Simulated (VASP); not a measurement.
Input of a VASP 6.6.1 run:

Contents of INCAR:

```
SYSTEM = FeSi2
  ALGO = Fast
  EDIFF = 1E-8
  ENCUT = 600
  GGA = CA
  IBRION = 6
  ISIF = 3
  ISMEAR = -1
  KPAR = 4
  LASPH = .TRUE.
  LCHARG = .TRUE.
  LREAL = .FALSE.
  LWAVE = .FALSE.
  NBANDS = 15
  NELM = 100
  NFREE = 2
  NSW = 1
  POTIM = 0.015
  PREC = Accurate
  SIGMA = 0.15
```

File KPOINTS:

```
k-points
0
G
  16 16 8
  0 0 0
```

Contents of POSCAR:

```
FeSi2
1.0
    2.6164683295      0.0000000000      0.0000000000
    0.0000000000      2.6164683295      0.0000000000
    0.0000000000      0.0000000000      5.0119819540
Fe Si
1 2
Direct
    0.0000000000      0.0000000000      0.0000000000
    0.5000000000      0.5000000000      0.2725877863
    0.5000000000      0.5000000000      0.7274122137
```

Potentials or basis: VASP PAW LDA potentials, release 64 (Fe, Si).

The run is started by

```sh
$ cat potpaw_LDA.64/Fe/POTCAR potpaw_LDA.64/Si/POTCAR > POTCAR
$ mpirun -np 4 vasp_std > vasp.out
```

Task: Predict the Voigt bulk modulus.

Result: 243 GPa.

Task: What does it give for the highest phonon frequency at Γ?

Result: 600 cm⁻¹.

Elastic tensor in Voigt notation (GPa, in the Cartesian axes of the cell as first typed):
```
437 100 134   0   0   0
100 437 134   0   0   0
134 134 573   0   0   0
  0   0   0 118   0   0
  0   0   0   0 118   0
  0   0   0   0   0 148
```

Caveat: the cell is under stress, which shifts elastic constants; the run has no spin polarisation, though such a crystal can be magnetic. Spin polarisation is off, so any magnetic state and its effect on volume and gap are missing.
